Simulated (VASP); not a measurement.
Write the native input for VASP 6.6.1 that does the following.

* Task: relaxation of cell and atoms
* Functional: revPBE
* Potentials or basis: VASP PAW PBE potentials, release 64 (Co)
* Cutoff: 600 eV
* k mesh: 14 × 14 × 8
* Occupations: fermi-dirac, width 0.05 eV
* Spin: collinear spin, antiferromagnetic start
* Starting moments: [1.7, -1.7] μB
* Dipole correction: no
* Further INCAR settings: ALGO = Normal; EDIFF = 1e-06; IBRION = 2; EDIFFG = -0.01; NSW = 80; ISIF = 3

The structure of Co lies in POSCAR:

```
Co
1.0
    2.5070990085      0.0000000000      0.0000000000
   -1.2535495042      2.1712114311      0.0000000000
    0.0000000000      0.0000000000      4.0686000000
Co
2
Direct
    0.3333333333      0.6666666667      0.2500000000
    0.6666666667      0.3333333333      0.7500000000
```

One way to write it, as run:

INCAR

```
SYSTEM = Co
PREC     = Accurate       ! precision mode
ENCUT    = 600            ! plane-wave cutoff, eV
EDIFF    = 1E-6           ! SCF threshold, eV
ISMEAR   = -1             ! smearing method
SIGMA    = 0.05           ! smearing width, eV
LREAL    = .False.        ! projectors in reciprocal space
LASPH    = .True.         ! aspherical terms in the spheres
NELM     = 150            ! most SCF steps
ALGO     = Normal         ! electronic algorithm
ISIF     = 3              ! what is computed and relaxed
LWAVE    = .False.        ! write WAVECAR
LCHARG   = .False.        ! write CHGCAR
ISPIN    = 2              ! spin polarisation
MAGMOM   = 1.7 -1.7       ! initial moments
LORBIT   = 11             ! projections on sites
LMAXMIX  = 4              ! l up to which the mixer works
GGA      = RE             ! functional
IBRION   = 2              ! ionic algorithm
NSW      = 80             ! ionic steps
EDIFFG   = -0.01          ! ionic threshold
```

KPOINTS

```
Automatic mesh
0
Gamma
  14 14 8
  0 0 0
```

Potentials or basis: VASP PAW PBE potentials, release 64 (Co).

Launch:

```console
$ cat potpaw_PBE.64/Co/POTCAR > POTCAR
$ mpirun -np 1 vasp_std > vasp.out
```

It gave:

```yaml
Relaxed_volume: 10.68 Å³/atom
Relaxed_cell: a = 2.479 Å, b = 2.479 Å, c = 4.011 Å, α = 90.00°, β = 90.00°, γ = 120.00°
Space_group_after_relaxing_to_0.1_Å: P6_3/mmc (No. 194)
Energy_gained_by_relaxing: 6.8 meV/atom
Ionic_steps: 8
Pressure_after_relaxing: 0.0 GPa
Band_gap_on_the_k_mesh: zero (filled and empty bands overlap)
Net_moment: 0.00 μB per cell
Site_moments: Co +0.87, -0.87 μB
Valence_electrons_inside_the_program's_atomic_spheres: Co 8.30
```

Caveat: the PAW data sets were made with another functional, which shifts forces and pressure a little.

It took 2.9 min on 1 thread of Intel(R) Xeon(R) 6975P-C (Granite Rapids) (shared host), peak memory 0.21 GiB.
